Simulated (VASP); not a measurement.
# TaN in VASP: further runs, part 2 of 2

VASP 6.6.1. The steps go on from the part before.

### Step 4. Relaxation of cell and atoms, PBE

This run uses another cell than the first one, of 10.35 Å³/atom, 0.960 times its volume.

Contents of INCAR:

```
PREC     = Accurate       # precision mode
ENCUT    = 600            # plane-wave cutoff, eV
EDIFF    = 1E-6           # SCF threshold, eV
ISMEAR   = 0              # smearing method
SIGMA    = 0.1            # smearing width, eV
LREAL    = F              # projectors in reciprocal space
LASPH    = T              # aspherical terms in the spheres
NELM     = 100            # most SCF steps
ALGO     = Normal         # electronic algorithm
ISIF     = 3              # what is computed and relaxed
LWAVE    = F              # write WAVECAR
LCHARG   = F              # write CHGCAR
GGA      = PE             # functional
IBRION   = 2              # ionic algorithm
NSW      = 100            # ionic steps
EDIFFG   = -0.05          # ionic threshold
```

Contents of KPOINTS:

```
Automatic mesh
0
Gamma
  6 6 4
```

Contents of POSCAR:

```
TaN
1.0
    3.0815710000      0.0000000000      0.0000000000
   -1.5407860000      2.6687190000      0.0000000000
    0.0000000000      0.0000000000      7.5482770000
Ta N
3 3
Direct
    0.0000000000      0.0000000000      0.0000000000
    0.3333333300      0.6666666700      0.3333333300
    0.6666666700      0.3333333300      0.6666666700
    0.6666666700      0.3333333300      0.1666666700
    0.0000000000      0.0000000000      0.5000000000
    0.3333333300      0.6666666700      0.8333333300
```

Potentials or basis: VASP PAW PBE potentials, release 64 (Ta_pv, N).

Command:

```sh
cat potpaw_PBE.64/Ta_pv/POTCAR potpaw_PBE.64/N/POTCAR > POTCAR
mpirun -np 1 vasp_std > vasp.out
```

OUTCAR:

```text
PREC = Accurate
   ENCUT = 600
   EDIFF = 1E-6
   ISMEAR = 0
   LREAL = F
   LASPH = T
   NELM = 100
   ISIF = 3
   GGA = PE
   IBRION = 2
   NSW = 100
   EDIFFG = -0.05

 ion  position               nearest neighbor table
   1  0.000  0.000  0.000-   4 2.18   6 2.18   4 2.18   6 2.18   4 2.18   6 2.18   2 3.08   3 3.08
                             3 3.08   2 3.08   2 3.08   3 3.08
   2  0.333  0.667  0.333-   4 2.18   5 2.18   4 2.18   5 2.18   5 2.18   4 2.18   1 3.08   3 3.08
                             1 3.08   1 3.08   3 3.08   3 3.08
   3  0.667  0.333  0.667-   6 2.18   5 2.18   6 2.18   5 2.18   5 2.18   6 2.18   1 3.08   2 3.08
                             1 3.08   1 3.08   2 3.08   2 3.08
   4  0.667  0.333  0.167-   2 2.18   1 2.18   2 2.18   1 2.18   1 2.18   2 2.18
   5  0.000  0.000  0.500-   3 2.18   2 2.18   3 2.18   2 2.18   2 2.18   3 2.18
   6  0.333  0.667  0.833-   3 2.18   1 2.18   3 2.18   1 2.18   1 2.18   3 2.18

[... 213 lines left out ...]
  Total        5.8002777      5.8002787      6.4247591     -0.0000011      0.0000000      0.0000000
  in kB      149.7050717    149.7050975    165.8229273     -0.0000280      0.0000000      0.0000000
  external PRESSURE =     155.0776988 kB  Pullay stress =       0.0000000 kB
[... 107 lines left out ...]
--------------------------------------- Ionic step        4  -------------------------------------------

 number of electron      48.0000004 magnetization

 Free energy of the ion-electron system (eV)
  ---------------------------------------------------
  ext. energy  EPLUGINS =         0.00000000
  ---------------------------------------------------
  free energy    TOTEN  =       -65.44590891 eV

  energy without entropy =      -65.43834842  energy(sigma->0) =      -65.44212867

 E-fermi :   9.3034     XC(G=0): -13.3518

 val. band max:        9.2986565330   @ k =   0.3333   0.3333   0.5000
 cond. band min:       9.4230188701   @ k =   0.0000   0.0000   0.0000
 fundamental gap:      0.1243623371
 Fermi energy:         9.3033605399

 k-point     1 :       0.0000    0.0000    0.0000
  band No.  band energies     occupation
      1     -27.0641      2.00000
      2     -27.0641      2.00000
      3     -26.4997      2.00000
      4     -26.4997      2.00000
      5     -26.4997      2.00000
      6     -26.4997      2.00000
[... 766 lines left out ...]
  FREE ENERGIE OF THE ION-ELECTRON SYSTEM (eV)
  ---------------------------------------------------
  free  energy   TOTEN  =       -65.4459089120 eV

  energy  without entropy=      -65.4383484224  energy(sigma->0) =      -65.44212867

 reached required accuracy - stopping structural energy minimisation
```

It took 2.1 min on 1 thread of AMD EPYC 7R43 (Zen 3), shared host; peak memory 0.2 GiB.

What came out:

```
Free energy                            : -65.4459 eV
Relaxed volume                         : 10.80 Å³/atom
Relaxed cell                           : a = 3.124 Å, b = 3.124 Å, c = 7.664 Å, α = 90.00°, β = 90.00°, γ = 120.00°
Space group after relaxing (to 0.05 Å) : Fm-3m (No. 225)
Energy gained by relaxing              : 21.1 meV/atom
Ionic steps                            : 4
Pressure after relaxing                : -0.1 GPa
Band gap on the k mesh                 : zero (band 24 reaches 11.21 eV, above the bottom of band 25 at 8.15 eV)
```

The path:
| step | energy change (eV) | largest force (eV/Å) | pressure (GPa) | volume (Å³) |
| --- | --- | --- | --- | --- |
| 1 | 0.0000 | 0.0000 | 15.51 | 62.08 |
| 2 | 0.4749 | 0.0000 | -26.15 | 71.51 |
| 3 | -0.1262 | 0.0000 | -0.53 | 64.89 |
| 4 | -0.1264 | 0.0000 | -0.08 | 64.79 |

Final structure:
```cif
data_structure
_symmetry_space_group_name_H-M 'P 1'
_symmetry_Int_Tables_number 1
_cell_length_a 3.1243
_cell_length_b 3.1243
_cell_length_c 7.6643
_cell_angle_alpha 90.000
_cell_angle_beta 90.000
_cell_angle_gamma 120.000
_cell_volume 64.79
loop_
_atom_site_label
_atom_site_type_symbol
_atom_site_fract_x
_atom_site_fract_y
_atom_site_fract_z
_atom_site_occupancy
Ta1 Ta 0.00000 0.00000 0.00000 1
Ta2 Ta 0.33333 0.66667 0.33333 1
Ta3 Ta 0.66667 0.33333 0.66667 1
N1 N 0.66667 0.33333 0.16667 1
N2 N 0.00000 0.00000 0.50000 1
N3 N 0.33333 0.66667 0.83333 1
```

Levels at points of the mesh, in eV from the Fermi level:
| k point | band 21 | band 22 | band 23 | band 24 | band 25 | band 26 | band 27 | band 28 |
| --- | --- | --- | --- | --- | --- | --- | --- | --- |
| (0.00, 0.00, 0.00) | -3.70 | -2.02 | -1.99 | -1.99 | 0.12 | 0.12 | 0.12 | 0.12 |
| (0.50, 0.00, 0.00) | -4.53 | -4.52 | -0.51 | -0.51 | 2.13 | 2.23 | 2.23 | 2.26 |
| (0.00, 0.00, 0.50) | -5.22 | -1.24 | -1.24 | -1.15 | -1.15 | -1.15 | -1.15 | 1.91 |
| (0.50, 0.00, 0.50) | -5.45 | -3.17 | -3.17 | 1.90 | 1.93 | 2.02 | 2.96 | 2.96 |

Caveat: the k points lie up to 0.39 Å⁻¹ apart in the final cell; spin-orbit coupling is left out, which moves the levels of the heavy elements.

### Step 5. Overview

| task | cell | k mesh | cutoff (eV) | gap on the mesh (eV) | pressure (GPa) |
| --- | --- | --- | --- | --- | --- |
| single point | a = 3.118, b = 3.118, c = 7.680 Å, angles 90.0, 90.0, 120.0°, 6 atoms | 6 × 6 × 4 | 520 | none | 0.6 |
| single point | a = 3.130, b = 3.130, c = 7.619 Å, angles 90.0, 90.0, 120.0°, 6 atoms | 12 × 12 × 6 | 520 | none | 0.8 |
| relaxation of cell and atoms | relaxed from a = 3.082, b = 3.082, c = 7.548 Å, angles 90.0, 90.0, 120.0°, 6 atoms | 6 × 6 × 4 | 600 | none | -0.1 |

Alike in all rows: level PBE; potentials or basis VASP PAW PBE potentials, release 64 (Ta_pv, N); no spin polarisation; smearing gaussian 0.1 eV.

Caveats: some runs use coarse meshes; spin-orbit coupling is left out, which moves the levels of the heavy elements.

Absolute energies hang on the potentials; compare differences alone.
